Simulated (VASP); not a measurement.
# Be (P2_12_12) in VASP: single point with LDA

Aim: the single point of Be with LDA.

Program: VASP 6.6.1. These are calculated values, not measurements. Logs are shortened: lines on timing, memory, paths and dates and some standing lists are left out, and cuts for length are marked.

### 1 The cell of the first run

The structure is orthorhombic, space group P2_12_12 (No. 18). Conventional cell: a = 2.168 Å, b = 3.755 Å, c = 3.416 Å, α = 90.00°, β = 90.00°, γ = 90.00°. Within 2.2 Å of Be (site symmetry 1) lie 6 Be at 1.54 to 2.17 Å.

### 2 Single point, LDA

INCAR reads:

```
SYSTEM = Be
PREC = Accurate
ENCUT = 520
EDIFF = 1E-7
ISMEAR = 0
SIGMA = 0.1
LREAL = .False.
LASPH = .True.
NELM = 80
ALGO = Normal
ISIF = 2
LWAVE = .False.
LCHARG = .False.
GGA = CA
NBANDS = 12
```

KPOINTS reads:

```
Automatic mesh
0
Gamma
  12 7 8
  0 0 0
```

POSCAR reads:

```
Be
1.0
    2.1680000000      0.0000000000      0.0000000000
    0.0000000000      3.7550000000      0.0000000000
    0.0000000000      0.0000000000      3.4160000000
Be
4
Direct
    0.6700000000      0.8200000000      0.7000000000
    0.3300000000      0.1800000000      0.7000000000
    0.1700000000      0.6800000000      0.3000000000
    0.8300000000      0.3200000000      0.3000000000
```

Potentials or basis: VASP PAW LDA potentials, release 64 (Be).

Launch:

```console
> cat potpaw_LDA.64/Be/POTCAR > POTCAR
> mpirun -np 1 vasp_std > vasp.out
```

OUTCAR:

```text
SYSTEM = Be
   PREC = Accurate
   ENCUT = 520
   EDIFF = 1E-7
   ISMEAR = 0
   LREAL = .False.
   LASPH = .True.
   NELM = 80
   ISIF = 2
   GGA = CA

 ion  position               nearest neighbor table
   1  0.670  0.820  0.700-   2 1.54   3 1.82   3 1.82   2 1.97   4 2.35   4 2.35   3 2.38   3 2.38

   2  0.330  0.180  0.700-   1 1.54   4 1.82   4 1.82   1 1.97   3 2.35   3 2.35   4 2.38   4 2.38

   3  0.170  0.680  0.300-   4 1.54   1 1.82   1 1.82   4 1.97   2 2.35   2 2.35   1 2.38   1 2.38

   4  0.830  0.320  0.300-   3 1.54   2 1.82   2 1.82   3 1.97   1 2.35   1 2.35   2 2.38   2 2.38

  LATTYP: Found a simple orthorhombic cell.
 ALAT       =     2.1680000000
 B/A-ratio  =     1.5756457565
 C/A-ratio  =     1.7320110701

  Lattice vectors:

 A1 = (  -2.1680000000,   0.0000000000,   0.0000000000)
 A2 = (   0.0000000000,   0.0000000000,   3.4160000000)
 A3 = (   0.0000000000,   3.7550000000,   0.0000000000)

Analysis of symmetry for initial positions (statically):
=====================================================================
 Subroutine PRICEL returns:
 Original cell was already a primitive cell.

 Routine SETGRP: Setting up the symmetry group for a
 simple orthorhombic supercell.

 Subroutine GETGRP returns: Found  4 space group operations
 (whereof  2 operations were pure point group operations)
 out of a pool of  8 trial point group operations.

The static configuration has the point symmetry C_2 .
 The point group associated with its full space group is D_2 .

Analysis of symmetry for dynamics (positions and initial velocities):
=====================================================================
 Subroutine PRICEL returns:
 Original cell was already a primitive cell.

 Routine SETGRP: Setting up the symmetry group for a
 simple orthorhombic supercell.

 Subroutine GETGRP returns: Found  4 space group operations
 (whereof  2 operations were pure point group operations)
 out of a pool of  8 trial point group operations.

The dynamic configuration has the point symmetry C_2 .
 The point group associated with its full space group is D_2 .

 Subroutine INISYM returns: Found  4 space group operations
 (whereof  2 operations are pure point group operations),
 and found     1 'primitive' translations

----------------------------------------------------------------------------------------

                                     Primitive cell

  volume of cell :      27.8091

  direct lattice vectors                    reciprocal lattice vectors
     2.168000000  0.000000000  0.000000000     0.461254613  0.000000000  0.000000000
     0.000000000  3.755000000  0.000000000     0.000000000  0.266311585  0.000000000
     0.000000000  0.000000000  3.416000000     0.000000000  0.000000000  0.292740047

  length of vectors
     2.168000000  3.755000000  3.416000000     0.461254613  0.266311585  0.292740047

  position of ions in fractional coordinates (direct lattice)
     0.670000000  0.820000000  0.700000000
     0.330000000  0.180000000  0.700000000
     0.170000000  0.680000000  0.300000000
     0.830000000  0.320000000  0.300000000

  ion indices of the primitive-cell ions
   primitive index   ion index
                 1           1
                 2           2
                 3           3
                 4           4

----------------------------------------------------------------------------------------

 KPOINTS: Automatic mesh

Automatic generation of k-mesh.
 Grid dimensions read from file:
 generate k-points for:   12    7    8

 Generating k-lattice:

  Cartesian coordinates                     Fractional coordinates (reciprocal lattice)
     0.038437884  0.000000000  0.000000000     0.083333333  0.000000000  0.000000000
     0.000000000  0.038044512  0.000000000     0.000000000  0.142857143  0.000000000
     0.000000000  0.000000000  0.036592506     0.000000000  0.000000000  0.125000000

  Length of vectors
     0.038437884  0.038044512  0.036592506

  Shift w.r.t. Gamma in fractional coordinates (k-lattice)
     0.000000000  0.000000000  0.000000000

 Subroutine IBZKPT returns following result:
 ===========================================

 Found    140 irreducible k-points:

 Following reciprocal coordinates:
            Coordinates               Weight
  0.000000  0.000000  0.000000      1.000000
  0.083333  0.000000  0.000000      2.000000
  0.166667  0.000000  0.000000      2.000000
  0.250000  0.000000  0.000000      2.000000
  0.333333  0.000000  0.000000      2.000000
  0.416667  0.000000  0.000000      2.000000
[... 16 lines left out ...]
  0.083333  0.428571  0.000000      4.000000
  0.166667  0.428571  0.000000      4.000000
 [... further k-points ...]
   k-points           NKPTS =    140   k-points in BZ     NKDIM =    140   number of bands    NBANDS=     12
   number of dos      NEDOS =    301   number of ions     NIONS =      4
   total plane-waves  NPLWV =  12544
   dimension x,y,z NGX =    16 NGY =   28 NGZ =   28
   dimension x,y,z NGXF=    32 NGYF=   56 NGZF=   56
   ions per type =               4
   NGX,Y,Z   is equivalent  to a cutoff of  12.27, 12.40, 13.63 a.u.
   NGXF,Y,Z  is equivalent  to a cutoff of  24.54, 24.79, 27.25 a.u.
 SYSTEM =  Be
   PREC   = accura    normal or accurate (medium, high low for compatibility)
   ISTART =      0    job   : 0-new  1-cont  2-samecut
   ICHARG =      2    charge: 1-file 2-atom 10-const
   ISPIN  =      1    spin polarized calculation?
   LNONCOLLINEAR =      F non collinear calculations
   LSORBIT =      F    spin-orbit coupling
   LASPH  =      T    aspherical Exc in radial PAW
   ENCUT  =  520.0 eV  38.22 Ry    6.18 a.u.   4.03  6.98  6.35*2*pi/ulx,y,z
   NELM   =     80;   NELMIN=  2; NELMDL= -5     # of ELM steps
   EDIFF  = 0.1E-06   stopping-criterion for ELM
   LREAL  =      F    real-space projection
   EDIFFG = 0.1E-05   stopping-criterion for IOM
   NSW    =      0    number of steps for IOM
   IBRION =     -1    ionic relax: 0-MD 1-quasi-New 2-CG
   NFREE  =      0    steps in history (QN), initial steepest desc. (CG)
   ISIF   =      2    stress and relaxation
   ISYM   =      2    0-nonsym 1-usesym 2-fastsym
   POTIM  = 0.5000    time-step for ionic-motion
   TEBEG  =    0.0;   TEEND  =   0.0 temperature during run
   PSTRESS=    0.0 pullay stress
   NELECT =       8.0000    total number of electrons
   NUPDOWN=      -1.0000    fix difference up-down
   EMIN   =  10.00;   EMAX   =-10.00  energy-range for DOS
   EFERMI =   0.00;   METHOD = LEGACY
   ISMEAR =     0;   SIGMA  =   0.10  broadening in eV -4-tet -1-fermi 0-gaus
   EFERMI_NEDOS =   21; number of points for ismear=-14 and -15
   IALGO  =     38    algorithm
   IMIX   =      4    mixing-type and parameters
     AMIX     =   0.40;   BMIX     =  1.00
     AMIX_MAG =   1.60;   BMIX_MAG =  1.00
  volume/ion in A,a.u.               =       6.95        46.92
  Fermi-wavevector in a.u.,A,eV,Ry     =   1.080710  2.042246 15.890705  1.167934
  Thomas-Fermi vector in A             =   2.216708
   LORBIT       =      0    0 simple, 1 ext, 2 COOP (PROOUT), +10 PAW based schemes
   GGA     = CA    functional components
   LHFCALC =     F    Hartree Fock is set to
   AEXX    =    0.0000 exact exchange contribution
   IVDW    =     0    specifies the selected vdW correction
   LEPSILON=     F    determine dielectric tensor
   LRPA    =     F    only Hartree local field effects (RPA)
 non-spin polarized calculation
 Gauss-broadening in eV      SIGMA  =   0.10
  energy-cutoff  :      520.00
  volume of cell :       27.81
 maximum number of plane-waves:       768
   NGX =  9   NGY = 13   NGZ = 13

 number of electron       8.0000000 magnetization

 Free energy of the ion-electron system (eV)
  ---------------------------------------------------
  ext. energy  EPLUGINS =         0.00000000
  ---------------------------------------------------
  free energy    TOTEN  =       -11.79122092 eV

  energy without entropy =      -11.78721561  energy(sigma->0) =      -11.78921826

 E-fermi :   7.2520     XC(G=0): -10.9226

 val. band max:        7.2263740467   @ k =   0.0000   0.1429   0.2500
 cond. band min:       7.2720671863   @ k =   0.0833   0.1429   0.2500
 fundamental gap:      0.0456931397
 Fermi energy:         7.2519575250

 k-point     1 :       0.0000    0.0000    0.0000
  band No.  band energies     occupation
      1      -4.0057      2.00000
      2       1.6689      2.00000
      3       3.1497      2.00000
      4       5.7959      2.00000
      5       8.6626      0.00000
      6      11.7148      0.00000
      7      11.7229      0.00000
      8      16.0736      0.00000
      9      16.9686      0.00000
     10      17.5798      0.00000
     11      21.8333      0.00000
     12      24.7204      0.00000

 k-point     2 :       0.0833    0.0000    0.0000
  band No.  band energies     occupation
      1      -3.8633      2.00000
      2       1.8448      2.00000
      3       3.3626      2.00000
      4       5.8338      2.00000
      5       8.6704      0.00000
      6      11.8807      0.00000
      7      11.9297      0.00000
      8      14.4329      0.00000
      9      16.2335      0.00000
     10      19.1867      0.00000
     11      21.9144      0.00000
     12      23.6117      0.00000

 k-point     3 :       0.1667    0.0000    0.0000
  band No.  band energies     occupation
      1      -3.4356      2.00000
      2       2.3577      2.00000
      3       4.0002      2.00000
      4       5.9391      2.00000
      5       8.6004      0.00000
      6      11.5966      0.00000
      7      12.3813      0.00000
      8      12.5330      0.00000
      9      16.6623      0.00000
     10      19.7388      0.00000
     11      21.5118      0.00000
     12      21.6642      0.00000
[... 286 lines left out ...]
 k-point    23 :       0.0833    0.4286    0.0000
  band No.  band energies     occupation
      1      -2.5577      2.00000
      2      -1.5525      2.00000
      3       5.1481      2.00000
      4       6.4549      2.00000
      5       9.2331      0.00000
      6       9.8390      0.00000
      7      12.6756      0.00000
      8      15.2507      0.00000
      9      17.5306      0.00000
     10      18.8697      0.00000
     11      24.2517      0.00000
     12      25.5092      0.00000

 k-point    24 :       0.1667    0.4286    0.0000
  band No.  band energies     occupation
      1      -2.1296      2.00000
      2      -1.1209      2.00000
      3       5.7660      2.00000
      4       6.9992      1.99965
      5       8.9725      0.00000
      6       9.3702      0.00000
      7      12.9383      0.00000
      8      15.2888      0.00000
      9      15.7697      0.00000
     10      17.4857      0.00000
     11      24.1246      0.00000
     12      24.5688      0.00000

 [... further k-points ...]

------------------------ aborting loop because EDIFF is reached ----------------------------------------

  FORCE on cell =-STRESS in cart. coord.  units (eV):
  Direction    XX          YY          ZZ          XY          YZ          ZX
  --------------------------------------------------------------------------------------
  -------------------------------------------------------------------------------------
  Total        9.1601706     15.2499205      4.9866306      0.0000000      0.0000000      0.0000000
  in kB      527.7485665    878.5997614    287.2967403      0.0000000      0.0000000      0.0000000
  external PRESSURE =     564.5483561 kB  Pullay stress =       0.0000000 kB

 VOLUME and BASIS-vectors are now :
 -----------------------------------------------------------------------------
  energy-cutoff  :      520.00
  volume of cell :       27.81
      direct lattice vectors                 reciprocal lattice vectors
     2.168000000  0.000000000  0.000000000     0.461254613  0.000000000  0.000000000
     0.000000000  3.755000000  0.000000000     0.000000000  0.266311585  0.000000000
     0.000000000  0.000000000  3.416000000     0.000000000  0.000000000  0.292740047

 POSITION                                       TOTAL-FORCE (eV/Angst)
 -----------------------------------------------------------------------------------
      1.45256      3.07910      2.39120         3.910099     -5.536030      3.040590
      0.71544      0.67590      2.39120        -3.910099      5.536030      3.040590
      0.36856      2.55340      1.02480         3.910099      5.536030     -3.040590
      1.79944      1.20160      1.02480        -3.910099     -5.536030     -3.040590
 -----------------------------------------------------------------------------------
    total drift:                                0.000000     -0.000000      0.000000

  FREE ENERGIE OF THE ION-ELECTRON SYSTEM (eV)
  ---------------------------------------------------
  free  energy   TOTEN  =       -11.7912209152 eV

  energy  without entropy=      -11.7872156108  energy(sigma->0) =      -11.78921826
```

Wall time 43 s (1 thread of Intel Xeon 8259CL, shared host); peak memory 0.15 GiB.

What came out:

```
Free energy            : -11.7912 eV
Pressure               : 56.5 GPa
Largest force          : 7.428 eV/Å
Band gap on the k mesh : zero (bands 4 and 5 overlap by 1.42 eV)
```

Forces in eV/Å, atoms in the order of the input:
```
Be   3.910 -5.536  3.041
Be  -3.910  5.536  3.041
Be   3.910  5.536 -3.041
Be  -3.910 -5.536 -3.041
```

Stress tensor (GPa, compression positive):
```
52.77  0.00  0.00
 0.00 87.86  0.00
 0.00  0.00 28.73
```

Caveat: the cell stands under pressure; forces of over 1 eV/Å act on the atoms, so gaps and moduli don't describe the material at rest.
